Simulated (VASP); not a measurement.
# SnTe (R-3m) in VASP: single point with r2SCAN

Aim: the single point of SnTe with r2SCAN.

Everything below comes from runs of VASP 6.6.1. Logs are shortened: lines on timing, memory, paths and dates and some standing lists are left out, and cuts for length are marked.

## (1) The cell of the first run

It takes space group R-3m (No. 166, trigonal). The conventional cell has a = 4.491 Å, b = 4.491 Å, c = 11.272 Å, α = 90.00°, β = 90.00°, γ = 120.00°. Within 4.2 Å of Sn (site symmetry -3m) lie 6 Te at 3.20 Å. Te (site symmetry -3m) has 6 Sn at 3.20 Å within 4.2 Å.

## (2) Single point, r2SCAN

Input file POSCAR:

```
SnTe
1.0
    0.0521066031      3.2279845634      3.2279845634
    3.2279845634      0.0521066031      3.2279845634
    3.2279845634      3.2279845634      0.0521066031
Sn Te
1 1
Direct
    0.0000000000      0.0000000000      0.0000000000
    0.5000000000      0.5000000000      0.5000000000
```

Input file INCAR.step1:

```
SYSTEM = SnTe
PREC = Accurate ; ENCUT = 520
ISMEAR = 0 ; SIGMA = 0.01
LREAL = .FALSE. ; LASPH = .TRUE.
NELM = 100 ; NBANDS = 17
GGA = PE ; ALGO = Normal
EDIFF = 1E-4 ; LWAVE = .TRUE.
LCHARG = .FALSE.
```

Input file INCAR.step2:

```
SYSTEM = SnTe
PREC = Accurate ; ENCUT = 520
EDIFF = 1E-7 ; ISMEAR = 0
SIGMA = 0.01 ; LREAL = .FALSE.
LASPH = .TRUE. ; NELM = 100
ALGO = Normal ; ISIF = 2
LWAVE = .FALSE. ; LCHARG = .TRUE.
METAGGA = R2SCAN ; LMIXTAU = .TRUE.
LELF = .TRUE. ; LVHAR = .TRUE.
NBANDS = 17 ; ISTART = 1
```

Input file KPOINTS:

```
Automatic mesh
0
G
  12 12 12
  0 0 0
```

Potentials or basis: VASP PAW PBE potentials, release 64 (Sn_d, Te).

Launch:

```bash
cat potpaw_PBE.64/Sn_d/POTCAR potpaw_PBE.64/Te/POTCAR > POTCAR
cp INCAR.step1 INCAR
mpirun -np 1 vasp_std > vasp.out
cp INCAR.step2 INCAR
mpirun -np 1 vasp_std > vasp.out
```

OUTCAR:

```text
SYSTEM = SnTe
   PREC = Accurate
   ENCUT = 520
   EDIFF = 1E-7
   ISMEAR = 0
   LREAL = .FALSE.
   LASPH = .TRUE.
   NELM = 100
   ISIF = 2
   METAGGA = R2SCAN
   ISTART = 1

 ion  position               nearest neighbor table
   1  0.000  0.000  0.000-   2 3.20   2 3.20   2 3.20   2 3.20   2 3.20   2 3.20
   2  0.500  0.500  0.500-   1 3.20   1 3.20   1 3.20   1 3.20   1 3.20   1 3.20

  LATTYP: Found a trigonal (rhomboedric) cell.
 ALAT       =     4.5653569172
 COS(alpha) =     0.5160749110

  Lattice vectors:

 A1 = (   0.0521066031,   3.2279845634,   3.2279845634)
 A2 = (   3.2279845634,   0.0521066031,   3.2279845634)
 A3 = (   3.2279845634,   3.2279845634,   0.0521066031)

Analysis of symmetry for initial positions (statically):
=====================================================================
 Subroutine PRICEL returns:
 Original cell was already a primitive cell.

 Routine SETGRP: Setting up the symmetry group for a
 trigonal (rhombohedral) supercell.

 Subroutine GETGRP returns: Found 12 space group operations
 (whereof 12 operations were pure point group operations)
 out of a pool of 12 trial point group operations.

The static configuration has the point symmetry D_3d.

Analysis of symmetry for dynamics (positions and initial velocities):
=====================================================================
 Subroutine PRICEL returns:
 Original cell was already a primitive cell.

 Routine SETGRP: Setting up the symmetry group for a
 trigonal (rhombohedral) supercell.

 Subroutine GETGRP returns: Found 12 space group operations
 (whereof 12 operations were pure point group operations)
 out of a pool of 12 trial point group operations.

The dynamic configuration has the point symmetry D_3d.

 Subroutine INISYM returns: Found 12 space group operations
 (whereof 12 operations are pure point group operations),
 and found     1 'primitive' translations

----------------------------------------------------------------------------------------

                                     Primitive cell

  volume of cell :      65.6418

  direct lattice vectors                    reciprocal lattice vectors
     0.052106603  3.227984563  3.227984563    -0.158697290  0.156176270  0.156176270
     3.227984563  0.052106603  3.227984563     0.156176270 -0.158697290  0.156176270
     3.227984563  3.227984563  0.052106603     0.156176270  0.156176270 -0.158697290

  length of vectors
     4.565356917  4.565356917  4.565356917     0.271968536  0.271968536  0.271968536

  position of ions in fractional coordinates (direct lattice)
     0.000000000  0.000000000  0.000000000
     0.500000000  0.500000000  0.500000000

  ion indices of the primitive-cell ions
   primitive index   ion index
                 1           1
                 2           2

----------------------------------------------------------------------------------------

 KPOINTS: Automatic mesh

Automatic generation of k-mesh.
 Grid dimensions read from file:
 generate k-points for:   12   12   12

 Generating k-lattice:

  Cartesian coordinates                     Fractional coordinates (reciprocal lattice)
    -0.013224774  0.013014689  0.013014689     0.083333333 -0.000000000 -0.000000000
     0.013014689 -0.013224774  0.013014689    -0.000000000  0.083333333 -0.000000000
     0.013014689  0.013014689 -0.013224774    -0.000000000 -0.000000000  0.083333333

  Length of vectors
     0.022664045  0.022664045  0.022664045

  Shift w.r.t. Gamma in fractional coordinates (k-lattice)
     0.000000000  0.000000000  0.000000000

 Subroutine IBZKPT returns following result:
 ===========================================

 Found    189 irreducible k-points:

 Following reciprocal coordinates:
            Coordinates               Weight
  0.000000  0.000000  0.000000      1.000000
  0.083333  0.000000  0.000000      6.000000
  0.166667  0.000000 -0.000000      6.000000
  0.250000 -0.000000 -0.000000      6.000000
  0.333333  0.000000 -0.000000      6.000000
  0.416667  0.000000 -0.000000      6.000000
[... 16 lines left out ...]
  0.500000  0.166667  0.000000     12.000000
 -0.416667  0.166667 -0.000000     12.000000
 [... further k-points ...]
   k-points           NKPTS =    189   k-points in BZ     NKDIM =    189   number of bands    NBANDS=     17
   number of dos      NEDOS =    301   number of ions     NIONS =      2
   total plane-waves  NPLWV =  46656
   dimension x,y,z NGX =    36 NGY =   36 NGZ =   36
   dimension x,y,z NGXF=    72 NGYF=   72 NGZF=   72
   ions per type =               1   1
   NGX,Y,Z   is equivalent  to a cutoff of  13.11, 13.11, 13.11 a.u.
   NGXF,Y,Z  is equivalent  to a cutoff of  26.22, 26.22, 26.22 a.u.
 SYSTEM =  SnTe
   PREC   = accura    normal or accurate (medium, high low for compatibility)
   ISTART =      1    job   : 0-new  1-cont  2-samecut
   ICHARG =      0    charge: 1-file 2-atom 10-const
   ISPIN  =      1    spin polarized calculation?
   LNONCOLLINEAR =      F non collinear calculations
   LSORBIT =      F    spin-orbit coupling
   LASPH  =      T    aspherical Exc in radial PAW
   ENCUT  =  520.0 eV  38.22 Ry    6.18 a.u.   8.49  8.49  8.49*2*pi/ulx,y,z
   NELM   =    100;   NELMIN=  2; NELMDL=  0     # of ELM steps
   EDIFF  = 0.1E-06   stopping-criterion for ELM
   LREAL  =      F    real-space projection
   EDIFFG = 0.1E-05   stopping-criterion for IOM
   NSW    =      0    number of steps for IOM
   IBRION =     -1    ionic relax: 0-MD 1-quasi-New 2-CG
   NFREE  =      0    steps in history (QN), initial steepest desc. (CG)
   ISIF   =      2    stress and relaxation
   ISYM   =      2    0-nonsym 1-usesym 2-fastsym
   POTIM  = 0.5000    time-step for ionic-motion
   TEBEG  =    0.0;   TEEND  =   0.0 temperature during run
   PSTRESS=    0.0 pullay stress
   NELECT =      20.0000    total number of electrons
   NUPDOWN=      -1.0000    fix difference up-down
   EMIN   =  10.00;   EMAX   =-10.00  energy-range for DOS
   EFERMI =   0.00;   METHOD = LEGACY
   ISMEAR =     0;   SIGMA  =   0.01  broadening in eV -4-tet -1-fermi 0-gaus
   EFERMI_NEDOS =   21; number of points for ismear=-14 and -15
   IALGO  =     38    algorithm
   IMIX   =      4    mixing-type and parameters
     AMIX     =   0.40;   BMIX     =  1.00
     AMIX_MAG =   1.60;   BMIX_MAG =  1.00
  volume/ion in A,a.u.               =      32.82       221.49
  Fermi-wavevector in a.u.,A,eV,Ry     =   1.101602  2.081726 16.511040  1.213527
  Thomas-Fermi vector in A             =   2.238032
   LORBIT       =      0    0 simple, 1 ext, 2 COOP (PROOUT), +10 PAW based schemes
   METAGGA = R2SCAN    functional components
   LHFCALC =     F    Hartree Fock is set to
   AEXX    =    0.0000 exact exchange contribution
   IVDW    =     0    specifies the selected vdW correction
   LEPSILON=     F    determine dielectric tensor
   LRPA    =     F    only Hartree local field effects (RPA)
 non-spin polarized calculation
 Gauss-broadening in eV      SIGMA  =   0.01
  energy-cutoff  :      520.00
  volume of cell :       65.64
 maximum number of plane-waves:      1801
 NGX is ok and might be reduce to    36
   NGX = 17   NGY = 17   NGZ = 17

 number of electron      20.0000002 magnetization

 Free energy of the ion-electron system (eV)
  ---------------------------------------------------
  ext. energy  EPLUGINS =         0.00000000
  ---------------------------------------------------
  free energy    TOTEN  =       -50.68480686 eV

  energy without entropy =      -50.68479793  energy(sigma->0) =      -50.68480239

 E-fermi :   6.4757     XC(G=0):  -9.8376

 val. band max:        6.3397208997   @ k =   0.5000  -0.0000  -0.0000
 cond. band min:       6.4787286750   @ k =   0.5000  -0.0000  -0.0000
 fundamental gap:      0.1390077753
 Fermi energy:         6.4756829733

 k-point     1 :       0.0000    0.0000    0.0000
  band No.  band energies     occupation
      1     -16.3230      2.00000
      2     -16.3230      2.00000
      3     -16.3153      2.00000
      4     -16.3153      2.00000
      5     -16.3147      2.00000
      6      -6.7131      2.00000
[... 9 lines left out ...]
     16      11.5792      0.00000
     17      13.4426      0.00000

 k-point     2 :       0.0833    0.0000    0.0000
  band No.  band energies     occupation
      1     -16.3233      2.00000
      2     -16.3231      2.00000
      3     -16.3152      2.00000
      4     -16.3151      2.00000
      5     -16.3144      2.00000
      6      -6.6546      2.00000
[... 9 lines left out ...]
     16      11.7290      0.00000
     17      13.9061      0.00000

 k-point     3 :       0.1667    0.0000   -0.0000
  band No.  band energies     occupation
      1     -16.3242      2.00000
      2     -16.3236      2.00000
      3     -16.3150      2.00000
      4     -16.3142      2.00000
      5     -16.3134      2.00000
      6      -6.4836      2.00000
[... 9 lines left out ...]
     16      12.1527      0.00000
     17      15.0083      0.00000

 k-point     4 :       0.2500   -0.0000   -0.0000
  band No.  band energies     occupation
      1     -16.3254      2.00000
      2     -16.3245      2.00000
      3     -16.3147      2.00000
      4     -16.3128      2.00000
      5     -16.3119      2.00000
      6      -6.2165      2.00000
[... 9 lines left out ...]
     16      12.8259      0.00000
     17      16.4246      0.00000
[... 343 lines left out ...]
      1     -16.3299      2.00000
      2     -16.3240      2.00000
      3     -16.3146      2.00000
      4     -16.3107      2.00000
      5     -16.3088      2.00000
      6      -5.6427      2.00000
[... 9 lines left out ...]
     16      15.4385      0.00000
     17      16.1707      0.00000

 k-point    23 :       0.5000    0.1667    0.0000
  band No.  band energies     occupation
      1     -16.3297      2.00000
      2     -16.3253      2.00000
      3     -16.3136      2.00000
      4     -16.3105      2.00000
      5     -16.3083      2.00000
      6      -5.4078      2.00000
[... 9 lines left out ...]
     16      15.6573      0.00000
     17      16.1003      0.00000

 k-point    24 :      -0.4167    0.1667   -0.0000
  band No.  band energies     occupation
      1     -16.3288      2.00000
      2     -16.3264      2.00000
      3     -16.3131      2.00000
      4     -16.3104      2.00000
      5     -16.3087      2.00000
      6      -5.3649      2.00000
[... 9 lines left out ...]
     16      14.5321      0.00000
     17      17.0178      0.00000

 [... further k-points ...]
[... 5 lines left out ...]
  --------------------------------------------------------------------------------------
  -------------------------------------------------------------------------------------
  Total       -0.2818556     -0.2818556     -0.2818556     -0.1203057     -0.1203057     -0.1203057
  in kB       -6.8795026     -6.8795026     -6.8795026     -2.9364088     -2.9364088     -2.9364088
  external PRESSURE =      -6.8795026 kB  Pullay stress =       0.0000000 kB

 VOLUME and BASIS-vectors are now :
 -----------------------------------------------------------------------------
  energy-cutoff  :      520.00
  volume of cell :       65.64
      direct lattice vectors                 reciprocal lattice vectors
     0.052106603  3.227984563  3.227984563    -0.158697290  0.156176270  0.156176270
     3.227984563  0.052106603  3.227984563     0.156176270 -0.158697290  0.156176270
     3.227984563  3.227984563  0.052106603     0.156176270  0.156176270 -0.158697290

 POSITION                                       TOTAL-FORCE (eV/Angst)
 -----------------------------------------------------------------------------------
      0.00000      0.00000      0.00000        -0.000000      0.000000     -0.000000
      3.25404      3.25404      3.25404         0.000000     -0.000000      0.000000
 -----------------------------------------------------------------------------------
    total drift:                               -0.000000      0.000000      0.000000

  FREE ENERGIE OF THE ION-ELECTRON SYSTEM (eV)
  ---------------------------------------------------
  free  energy   TOTEN  =       -50.6848068553 eV

  energy  without entropy=      -50.6847979281  energy(sigma->0) =      -50.68480239
```

Wall time 25 min (1 thread of AMD EPYC 7R43 (Zen 3), shared host); peak memory 0.34 GiB.

What came out:

- Free energy: -50.6848 eV
- Pressure: -0.7 GPa
- Band gap on the k mesh: zero (band 10 reaches 6.52 eV, above the bottom of band 11 at 6.48 eV)

Caveat: the PAW data sets were made with another functional, which shifts forces and pressure a little; spin-orbit coupling is left out, which moves the levels of the heavy elements.
